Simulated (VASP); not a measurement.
# ZnS (Pm) in VASP: further runs

Runs on ZnS. Level: r2SCAN. Tasks: single point.

Everything below comes from runs of VASP 6.6.1. Logs are shortened: lines on timing, memory, paths and dates and some standing lists are left out, and cuts for length are marked.

### Step 1. The cell of the first run

Symmetry: Pm, No. 6, monoclinic system. Conventional cell: a = 3.811 Å, b = 3.811 Å, c = 10.785 Å, α = 90.00°, β = 92.02°, γ = 90.00°. Within 3.1 Å of Zn (site symmetry m) lie 4 S at 2.33 Å. Within 3.1 Å of Zn (site symmetry m) lie 4 S at 2.33 Å. Zn (site symmetry m) has 4 S at 2.33 Å within 3.1 Å. Zn (site symmetry m) has 4 S at 2.03 to 2.65 Å within 2.7 Å. S (site symmetry m) has 4 Zn at 2.33 Å within 3.1 Å. Within 3.1 Å of S (site symmetry m) lie 4 Zn at 2.33 Å. S (site symmetry m) has 4 Zn at 2.33 Å within 3.1 Å. Within 2.7 Å of S (site symmetry m) lie 4 Zn at 2.03 to 2.65 Å.

### Step 2. Single point, r2SCAN

The input, POSCAR:

```
ZnS
1.0
   -2.6945131931     -2.6945131931      0.0000000000
    2.6945131931     -2.6945131931      0.0000000000
    0.2694513193     -0.2694513193     10.7780527726
Zn S
4 4
Direct
    0.5000000000      0.4812500000      0.1875000000
    0.0000000000     -0.0437500000      0.4375000000
    0.5000000000      0.4312500000      0.6875000000
    0.0000000000     -0.0937500000      0.9375000000
    0.5000000000     -0.0312500000      0.3125000000
    0.0000000000      0.4437500000      0.5625000000
    0.5000000000     -0.0812500000      0.8125000000
    0.0000000000      0.4937500000      0.0625000000
```

The input, INCAR.step1:

```
SYSTEM = ZnS
ALGO     = Normal         ! electronic algorithm
EDIFF    = 1E-4           ! SCF threshold, eV
ENCUT    = 520            ! plane-wave cutoff, eV
GGA      = PE             ! functional
ISMEAR   = 0              ! smearing method
LASPH    = .True.         ! aspherical terms in the spheres
LCHARG   = .False.        ! write CHGCAR
LREAL    = .False.        ! projectors in reciprocal space
LWAVE    = .True.         ! write WAVECAR
NBANDS   = 46             ! bands
NELM     = 60             ! most SCF steps
PREC     = Accurate       ! precision mode
SIGMA    = 0.05           ! smearing width, eV
```

The input, INCAR.step2:

```
SYSTEM = ZnS
ALGO     = Normal         ! electronic algorithm
EDIFF    = 1E-6           ! SCF threshold, eV
ENCUT    = 520            ! plane-wave cutoff, eV
ISIF     = 2              ! what is computed and relaxed
ISMEAR   = 0              ! smearing method
ISTART   = 1            
LASPH    = .True.         ! aspherical terms in the spheres
LCHARG   = .False.        ! write CHGCAR
LMIXTAU  = .True.       
LREAL    = .False.        ! projectors in reciprocal space
LWAVE    = .False.        ! write WAVECAR
METAGGA  = R2SCAN         ! meta-GGA
NBANDS   = 46             ! bands
NELM     = 60             ! most SCF steps
PREC     = Accurate       ! precision mode
SIGMA    = 0.05           ! smearing width, eV
```

The input, KPOINTS:

```
k-points
0
Gamma
  6 6 2
  0 0 0
```

Potentials or basis: VASP PAW PBE potentials, release 64 (Zn, S).

On the command line:

```bash
$ cat potpaw_PBE.64/Zn/POTCAR potpaw_PBE.64/S/POTCAR > POTCAR
$ cp INCAR.step1 INCAR
$ mpirun -np 1 vasp_std > vasp.out
$ cp INCAR.step2 INCAR
$ mpirun -np 1 vasp_std > vasp.out
```

OUTCAR:

```text
SYSTEM = ZnS
   EDIFF = 1E-6
   ENCUT = 520
   ISIF = 2
   ISMEAR = 0
   ISTART = 1
   LASPH = .True.
   LREAL = .False.
   METAGGA = R2SCAN
   NELM = 60
   PREC = Accurate

 ion  position               nearest neighbor table
   1  0.500  0.481  0.188-   5 2.33   8 2.33   8 2.33   5 2.33
   2  0.000  0.956  0.438-   6 2.33   5 2.33   5 2.33   6 2.33
   3  0.500  0.431  0.688-   7 2.33   6 2.33   6 2.33   7 2.33
   4  0.000  0.906  0.938-   8 2.03   7 2.33   7 2.33   8 2.65
   5  0.500  0.969  0.312-   1 2.33   2 2.33   2 2.33   1 2.33
   6  0.000  0.444  0.562-   2 2.33   3 2.33   3 2.33   2 2.33
   7  0.500  0.919  0.812-   3 2.33   4 2.33   4 2.33   3 2.33
   8  0.000  0.494  0.062-   4 2.03   1 2.33   1 2.33   4 2.65

  LATTYP: Found a simple monoclinic cell.
 ALAT       =     3.8106171017
 B/A-ratio  =     1.0000000000
 C/A-ratio  =     2.8301943397
 COS(beta)  =    -0.0353332627

  Lattice vectors:

 A1 = (   2.6945131931,  -2.6945131931,   0.0000000000)
 A2 = (  -2.6945131931,  -2.6945131931,   0.0000000000)
 A3 = (  -0.2694513193,   0.2694513193, -10.7780527726)

Analysis of symmetry for initial positions (statically):
=====================================================================
 Subroutine PRICEL returns:
 Original cell was already a primitive cell.

 Routine SETGRP: Setting up the symmetry group for a
 simple monoclinic supercell.

 Subroutine GETGRP returns: Found  2 space group operations
 (whereof  2 operations were pure point group operations)
 out of a pool of  4 trial point group operations.

The static configuration has the point symmetry C_1h.

Analysis of symmetry for dynamics (positions and initial velocities):
=====================================================================
 Subroutine PRICEL returns:
 Original cell was already a primitive cell.

 Routine SETGRP: Setting up the symmetry group for a
 simple monoclinic supercell.

 Subroutine GETGRP returns: Found  2 space group operations
 (whereof  2 operations were pure point group operations)
 out of a pool of  4 trial point group operations.

The dynamic configuration has the point symmetry C_1h.

 Subroutine INISYM returns: Found  2 space group operations
 (whereof  2 operations are pure point group operations),
 and found     1 'primitive' translations

----------------------------------------------------------------------------------------

                                     Primitive cell

  volume of cell :     156.5060

  direct lattice vectors                    reciprocal lattice vectors
    -2.694513193 -2.694513193  0.000000000    -0.185562276 -0.185562276  0.000000000
     2.694513193 -2.694513193  0.000000000     0.185562276 -0.185562276 -0.009278114
     0.269451319 -0.269451319 10.778052773     0.000000000  0.000000000  0.092781138

  length of vectors
     3.810617102  3.810617102 10.784786952     0.262424687  0.262588651  0.092781138

  position of ions in fractional coordinates (direct lattice)
     0.500000000  0.481250000  0.187500000
     0.000000000  0.956250000  0.437500000
     0.500000000  0.431250000  0.687500000
     0.000000000  0.906250000  0.937500000
     0.500000000  0.968750000  0.312500000
     0.000000000  0.443750000  0.562500000
     0.500000000  0.918750000  0.812500000
     0.000000000  0.493750000  0.062500000

  ion indices of the primitive-cell ions
   primitive index   ion index
                 1           1
                 2           2
                 3           3
                 4           4
                 5           5
                 6           6
                 7           7
                 8           8

----------------------------------------------------------------------------------------

 KPOINTS: k-points

Automatic generation of k-mesh.
 Grid dimensions read from file:
 generate k-points for:    6    6    2

 Generating k-lattice:

  Cartesian coordinates                     Fractional coordinates (reciprocal lattice)
    -0.030927046 -0.030927046  0.000000000     0.166666667  0.000000000  0.000000000
     0.030927046 -0.030927046 -0.001546352     0.000000000  0.166666667  0.000000000
     0.000000000  0.000000000  0.046390569     0.000000000  0.000000000  0.500000000

  Length of vectors
     0.043737448  0.043764775  0.046390569

  Shift w.r.t. Gamma in fractional coordinates (k-lattice)
     0.000000000  0.000000000  0.000000000

 Subroutine IBZKPT returns following result:
 ===========================================

 Found     32 irreducible k-points:

 Following reciprocal coordinates:
            Coordinates               Weight
  0.000000  0.000000  0.000000      1.000000
  0.166667  0.000000  0.000000      2.000000
  0.333333  0.000000  0.000000      2.000000
  0.500000  0.000000  0.000000      1.000000
  0.000000  0.166667  0.000000      2.000000
  0.166667  0.166667  0.000000      4.000000
[... 16 lines left out ...]
  0.333333  0.166667  0.500000      4.000000
  0.500000  0.166667  0.500000      2.000000
 [... further k-points ...]
   k-points           NKPTS =     32   k-points in BZ     NKDIM =     32   number of bands    NBANDS=     46
   number of dos      NEDOS =    301   number of ions     NIONS =      8
   total plane-waves  NPLWV =  62720
   dimension x,y,z NGX =    28 NGY =   28 NGZ =   80
   dimension x,y,z NGXF=    56 NGYF=   56 NGZF=  160
   ions per type =               4   4
   NGX,Y,Z   is equivalent  to a cutoff of  12.22, 12.22, 12.33 a.u.
   NGXF,Y,Z  is equivalent  to a cutoff of  24.43, 24.43, 24.66 a.u.
 SYSTEM =  ZnS
   PREC   = accura    normal or accurate (medium, high low for compatibility)
   ISTART =      1    job   : 0-new  1-cont  2-samecut
   ICHARG =      0    charge: 1-file 2-atom 10-const
   ISPIN  =      1    spin polarized calculation?
   LNONCOLLINEAR =      F non collinear calculations
   LSORBIT =      F    spin-orbit coupling
   LASPH  =      T    aspherical Exc in radial PAW
   ENCUT  =  520.0 eV  38.22 Ry    6.18 a.u.   7.09  7.09 20.05*2*pi/ulx,y,z
   NELM   =     60;   NELMIN=  2; NELMDL=  0     # of ELM steps
   EDIFF  = 0.1E-05   stopping-criterion for ELM
   LREAL  =      F    real-space projection
   EDIFFG = 0.1E-04   stopping-criterion for IOM
   NSW    =      0    number of steps for IOM
   IBRION =     -1    ionic relax: 0-MD 1-quasi-New 2-CG
   NFREE  =      0    steps in history (QN), initial steepest desc. (CG)
   ISIF   =      2    stress and relaxation
   ISYM   =      2    0-nonsym 1-usesym 2-fastsym
   POTIM  = 0.5000    time-step for ionic-motion
   TEBEG  =    0.0;   TEEND  =   0.0 temperature during run
   PSTRESS=    0.0 pullay stress
   NELECT =      72.0000    total number of electrons
   NUPDOWN=      -1.0000    fix difference up-down
   EMIN   =  10.00;   EMAX   =-10.00  energy-range for DOS
   EFERMI =   0.00;   METHOD = LEGACY
   ISMEAR =     0;   SIGMA  =   0.05  broadening in eV -4-tet -1-fermi 0-gaus
   EFERMI_NEDOS =   21; number of points for ismear=-14 and -15
   IALGO  =     38    algorithm
   IMIX   =      4    mixing-type and parameters
     AMIX     =   0.40;   BMIX     =  1.00
     AMIX_MAG =   1.60;   BMIX_MAG =  1.00
  volume/ion in A,a.u.               =      19.56       132.02
  Fermi-wavevector in a.u.,A,eV,Ry     =   1.263791  2.388219 21.730795  1.597168
  Thomas-Fermi vector in A             =   2.397130
   LORBIT       =      0    0 simple, 1 ext, 2 COOP (PROOUT), +10 PAW based schemes
   METAGGA = R2SCAN    functional components
   LHFCALC =     F    Hartree Fock is set to
   AEXX    =    0.0000 exact exchange contribution
   IVDW    =     0    specifies the selected vdW correction
   LEPSILON=     F    determine dielectric tensor
   LRPA    =     F    only Hartree local field effects (RPA)
 non-spin polarized calculation
 Gauss-broadening in eV      SIGMA  =   0.05
  energy-cutoff  :      520.00
  volume of cell :      156.51
 maximum number of plane-waves:      4248
   NGX = 15   NGY = 15   NGZ = 41

 number of electron      72.0000015 magnetization

 Free energy of the ion-electron system (eV)
  ---------------------------------------------------
  ext. energy  EPLUGINS =         0.00000000
  ---------------------------------------------------
  free energy    TOTEN  =       -74.95494461 eV

  energy without entropy =      -74.95494461  energy(sigma->0) =      -74.95494461

 E-fermi :   2.2191     XC(G=0): -10.3161

 val. band max:        1.9332347892   @ k =   0.0000   0.0000   0.0000
 cond. band min:       4.6218728642   @ k =   0.0000   0.0000   0.0000
 fundamental gap:      2.6886380749
 Fermi energy:         2.2191018059

 k-point     1 :       0.0000    0.0000    0.0000
  band No.  band energies     occupation
      1     -11.8907      2.00000
      2     -11.3334      2.00000
      3     -11.2514      2.00000
      4     -10.5855      2.00000
      5      -5.0161      2.00000
      6      -4.7574      2.00000
[... 38 lines left out ...]
     45       8.7536      0.00000
     46       9.1478      0.00000

 k-point     2 :       0.1667    0.0000    0.0000
  band No.  band energies     occupation
      1     -11.7496      2.00000
      2     -11.2467      2.00000
      3     -11.1638      2.00000
      4     -10.5891      2.00000
      5      -4.9757      2.00000
      6      -4.7624      2.00000
[... 38 lines left out ...]
     45       9.0388      0.00000
     46       9.3960      0.00000

 k-point     3 :       0.3333    0.0000    0.0000
  band No.  band energies     occupation
      1     -11.3899      2.00000
      2     -11.0600      2.00000
      3     -10.9766      2.00000
      4     -10.6645      2.00000
      5      -4.9009      2.00000
      6      -4.7341      2.00000
[... 1018 lines left out ...]
     45       9.7495      0.00000
     46       9.8059      0.00000

 k-point    24 :       0.5000    0.1667    0.5000
  band No.  band energies     occupation
      1     -11.0076      2.00000
      2     -10.8324      2.00000
      3     -10.8037      2.00000
      4     -10.7865      2.00000
      5      -4.8522      2.00000
      6      -4.6842      2.00000
[... 38 lines left out ...]
     45      10.1417      0.00000
     46      10.2386      0.00000

 [... further k-points ...]

------------------------ aborting loop because EDIFF is reached ----------------------------------------

  FORCE on cell =-STRESS in cart. coord.  units (eV):
  Direction    XX          YY          ZZ          XY          YZ          ZX
  --------------------------------------------------------------------------------------
  -------------------------------------------------------------------------------------
  Total        1.3941004      1.3941004      2.8077986     -1.3057918      3.0683072     -3.0683968
  in kB       14.2716338     14.2716338     28.7438940    -13.3676050     31.4107632    -31.4116805
  external PRESSURE =      19.0957205 kB  Pullay stress =       0.0000000 kB

 VOLUME and BASIS-vectors are now :
 -----------------------------------------------------------------------------
  energy-cutoff  :      520.00
  volume of cell :      156.51
      direct lattice vectors                 reciprocal lattice vectors
    -2.694513193 -2.694513193  0.000000000    -0.185562276 -0.185562276  0.000000000
     2.694513193 -2.694513193  0.000000000     0.185562276 -0.185562276 -0.009278114
     0.269451319 -0.269451319 10.778052773     0.000000000  0.000000000  0.092781138

 POSITION                                       TOTAL-FORCE (eV/Angst)
 -----------------------------------------------------------------------------------
     -0.00000     -2.69451      2.02088         0.002986     -0.002986      0.001150
      2.69451     -2.69451      4.71540        -0.001795      0.001795     -0.013844
     -0.00000     -2.69451      7.40991        -0.045880      0.045880     -0.022120
      2.69451     -2.69451     10.10442         1.805182     -1.805182     -1.792457
      1.34726     -4.04177      3.36814         0.022911     -0.022911      0.012613
      1.34726     -1.34726      6.06265         0.023627     -0.023627      0.012681
      1.34726     -4.04177      8.75717         0.291614     -0.291614     -0.079539
      1.34726     -1.34726      0.67363        -2.098646      2.098646      1.881516
 -----------------------------------------------------------------------------------
    total drift:                               -0.001586      0.001586      0.017216

  FREE ENERGIE OF THE ION-ELECTRON SYSTEM (eV)
  ---------------------------------------------------
  free  energy   TOTEN  =       -74.9549446112 eV

  energy  without entropy=      -74.9549446112  energy(sigma->0) =      -74.95494461
```

Wall time 6.2 min (1 thread of Intel Xeon 6975P-C (Granite Rapids), shared host); peak memory 0.35 GiB.

Results:

* Free energy: -74.9549 eV
* Pressure: 1.9 GPa
* Largest force: 3.514 eV/Å
* Band gap on the k mesh: 2.69 eV

Forces in eV/Å, atoms in the order of the input:
```
Zn   0.003 -0.003  0.001
Zn  -0.002  0.002 -0.014
Zn  -0.046  0.046 -0.022
Zn   1.805 -1.805 -1.792
S    0.023 -0.023  0.013
S    0.024 -0.024  0.013
S    0.292 -0.292 -0.080
S   -2.099  2.099  1.882
```

Levels at points of the mesh, in eV from the valence-band top:
```
           k point  band 33  band 34  band 35  band 36  band 37  band 38  band 39  band 40
(0.00, 0.00, 0.00)    -1.19    -0.07     0.00     0.00     2.69     3.70     4.45     4.77
(0.50, 0.00, 0.00)    -0.95    -0.93    -0.89    -0.65     3.81     3.82     5.17     5.35
(0.00, 0.50, 0.00)    -0.95    -0.93    -0.83    -0.65     3.71     3.92     5.31     5.38
(0.50, 0.50, 0.00)    -2.45    -2.39    -2.23    -2.16     3.62     3.71     4.46     4.48
(0.00, 0.00, 0.50)    -0.49    -0.47    -0.41    -0.38     3.74     3.85     4.01     4.06
(0.50, 0.00, 0.50)    -0.98    -0.95    -0.93    -0.72     4.46     4.56     4.59     4.59
(0.00, 0.50, 0.50)    -1.31    -0.95    -0.93    -0.65     4.34     4.52     4.65     4.79
(0.50, 0.50, 0.50)    -2.60    -2.60    -2.42    -2.33     4.34     4.56     4.58     4.58
```

Caveat: the PAW data sets were made with another functional, which shifts forces and pressure a little.

### Step 3. Single point, r2SCAN

The input, POSCAR:

```
ZnS
1.0
   -2.6945131931     -2.6945131931      0.0000000000
    2.6945131931     -2.6945131931      0.0000000000
    0.8083539579     -0.8083539579     10.7780527726
Zn S
4 4
Direct
    0.5000000000      0.4437500000      0.1875000000
    0.0000000000     -0.1312500000      0.4375000000
    0.5000000000      0.2937500000      0.6875000000
    0.0000000000     -0.2812500000      0.9375000000
    0.5000000000     -0.0937500000      0.3125000000
    0.0000000000      0.3312500000      0.5625000000
    0.5000000000     -0.2437500000      0.8125000000
    0.0000000000      0.4812500000      0.0625000000
```

The input, INCAR.step1:

```
PREC     = Accurate       # precision mode
ENCUT    = 520            # plane-wave cutoff, eV
ISMEAR   = 0              # smearing method
SIGMA    = 0.05           # smearing width, eV
LREAL    = False          # projectors in reciprocal space
LASPH    = True           # aspherical terms in the spheres
NELM     = 60             # most SCF steps
NBANDS   = 46             # bands
GGA      = PE             # functional
ALGO     = Normal         # electronic algorithm
EDIFF    = 1E-4           # SCF threshold, eV
LWAVE    = True           # write WAVECAR
LCHARG   = False          # write CHGCAR
```

The input, INCAR.step2:

```
PREC     = Accurate       # precision mode
ENCUT    = 520            # plane-wave cutoff, eV
EDIFF    = 1E-7           # SCF threshold, eV
ISMEAR   = 0              # smearing method
SIGMA    = 0.05           # smearing width, eV
LREAL    = False          # projectors in reciprocal space
LASPH    = True           # aspherical terms in the spheres
NELM     = 60             # most SCF steps
ALGO     = Normal         # electronic algorithm
ISIF     = 2              # what is computed and relaxed
LWAVE    = False          # write WAVECAR
LCHARG   = False          # write CHGCAR
METAGGA  = R2SCAN         # meta-GGA
LMIXTAU  = True         
NBANDS   = 46             # bands
ISTART   = 1
```

The input, KPOINTS:

```
Automatic mesh
0
Gamma
  6 6 2
```

Potentials or basis: VASP PAW PBE potentials, release 64 (Zn, S).

On the command line:

```bash
$ cat potpaw_PBE.64/Zn/POTCAR potpaw_PBE.64/S/POTCAR > POTCAR
$ cp INCAR.step1 INCAR
$ mpirun -np 1 vasp_std > vasp.out
$ cp INCAR.step2 INCAR
$ mpirun -np 1 vasp_std > vasp.out
```

Run time: 7 min. Hardware: 1 thread of Intel Xeon 6975P-C (Granite Rapids), shared host; peak memory 0.35 GiB.

It converged, with:

```
Free energy            : -67.9746 eV
Pressure               : 19.1 GPa
Largest force          : 34.782 eV/Å
Band gap on the k mesh : 2.58 eV
```

Forces on the atoms (eV/Å):
```
Zn   -0.043   0.043   0.103
Zn   -0.009   0.009  -0.040
Zn   -0.064   0.064  -0.157
Zn   11.537 -11.537 -29.651
S     0.006  -0.006   0.052
S     0.034  -0.034   0.046
S     0.515  -0.515  -0.732
S   -11.977  11.977  30.379
```

Stress tensor (GPa, compression positive):
```
  6.82  -6.58 -17.27
 -6.58   6.82  17.27
-17.27  17.27  43.68
```

Levels at points of the mesh, in eV from the valence-band top:
```tsv
k point	band 33	band 34	band 35	band 36	band 37	band 38	band 39	band 40
(0.00, 0.00, 0.00)	-0.80	-0.37	-0.05	0.00	2.58	3.66	4.21	4.40
(0.50, 0.00, 0.00)	-1.07	-1.01	-0.86	-0.58	3.67	3.99	5.08	5.14
(0.00, 0.50, 0.00)	-1.09	-1.02	-0.76	-0.38	3.47	3.99	5.00	5.14
(0.50, 0.50, 0.00)	-2.64	-2.44	-2.11	-1.90	3.21	3.78	4.33	4.46
(0.00, 0.00, 0.50)	-0.88	-0.67	-0.36	-0.19	3.31	3.75	3.88	4.17
(0.50, 0.00, 0.50)	-1.23	-1.07	-1.01	-0.59	4.35	4.45	4.51	4.85
(0.00, 0.50, 0.50)	-1.09	-1.09	-1.02	-0.38	3.86	4.25	4.63	4.93
(0.50, 0.50, 0.50)	-2.67	-2.57	-2.19	-1.97	3.57	4.28	4.40	4.44
```

Caveat: atoms lie so close that the PAW spheres overlap strongly, which falsifies energies and pressures; the cell stands under pressure; the PAW data sets were made with another functional, which shifts forces and pressure a little.
